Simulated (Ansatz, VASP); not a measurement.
Two plane-wave programs on NaI

```xyz
2
Lattice="0.0000 3.2364 3.2364 3.2364 0.0000 3.2364 3.2364 3.2364 0.0000" Properties=species:S:1:pos:R:3 pbc="T T T"
Na    0.0000    0.0000    0.0000
I     3.2364    3.2364    3.2364
```

Alike in both runs: task single point; functional PBEsol; k mesh 10 × 10 × 10; occupations gaussian, width 0.05 eV; no spin polarisation.

```csv
,VASP,Ansatz
version,VASP 6.6.1,Ansatz 0.2.0
potentials or method,"VASP PAW PBE potentials, release 64 (Na_pv, I), cutoff 520 eV","scalar-relativistic, plane waves, PAW"
valence electrons in the cell,14,26
```

|  | VASP | Ansatz | Ansatz less VASP |
| --- | --- | --- | --- |
| gap on the k mesh at the Fermi level (eV) | 3.51 | 3.51 | +0.004 |
| least direct gap on the mesh (eV) | 3.51 | 3.51 | +0.004 |
| pressure (GPa) | -0.5 | -0.5 | -0.04 |

VASP's potentials were made for PBE, not for PBEsol. VASP's potentials hold 14 valence electrons a cell and Ansatz's 26, so a difference there can come from the potentials and not from the codes.

Spin-orbit coupling is off throughout.
